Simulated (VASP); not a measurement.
Input of a VASP 6.6.1 run:

Contents of POSCAR:

```
BP
1.0
    0.0000000000      2.2383340787      2.2383340787
    2.2383340787      0.0000000000      2.2383340787
    2.2383340787      2.2383340787      0.0000000000
P B
1 1
Direct
    0.7500000000      0.7500000000      0.7500000000
    0.0000000000      0.0000000000      0.0000000000
```

The input INCAR.step1:

```
PREC = Accurate
ENCUT = 520
EDIFF = 1E-5
ISMEAR = -1
SIGMA = 0.05
LREAL = False
LASPH = True
NELM = 80
ALGO = Normal
ISIF = 2
LWAVE = True
LCHARG = False
NBANDS = 11
GGA = PE
```

File INCAR.step2:

```
PREC = Accurate
ENCUT = 520
EDIFF = 1E-7
ISMEAR = -1
SIGMA = 0.05
LREAL = False
LASPH = True
NELM = 80
ALGO = Normal
ISIF = 2
LWAVE = False
LCHARG = False
GGA = PE
LHFCALC = True
AEXX = 1.0
ALDAC = 0.0
AGGAC = 0.0
PRECFOCK = Normal
NBANDS = 11
ISTART = 1
```

File KPOINTS:

```
regular mesh
0
Gamma
  5 5 5
```

Potentials or basis: VASP PAW PBE potentials, release 64 (P, B).

The run is started by

```sh
$ cat potpaw_PBE.64/P/POTCAR potpaw_PBE.64/B/POTCAR > POTCAR
$ cp INCAR.step1 INCAR
$ mpirun -np 1 vasp_std > vasp.out
$ cp INCAR.step2 INCAR
$ mpirun -np 1 vasp_std > vasp.out
```

Problem. Estimate the pressure.

Solution. 12.2 GPa.

Problem. Estimate the band gap on the k mesh.

Solution. 8.04 eV (least direct gap 11.05 eV).

Caveat: the k points lie up to 0.49 Å⁻¹ apart; the PAW data sets were made with another functional, which shifts forces and pressure a little; an odd mesh through Γ misses points on the zone boundary, where band edges can lie.
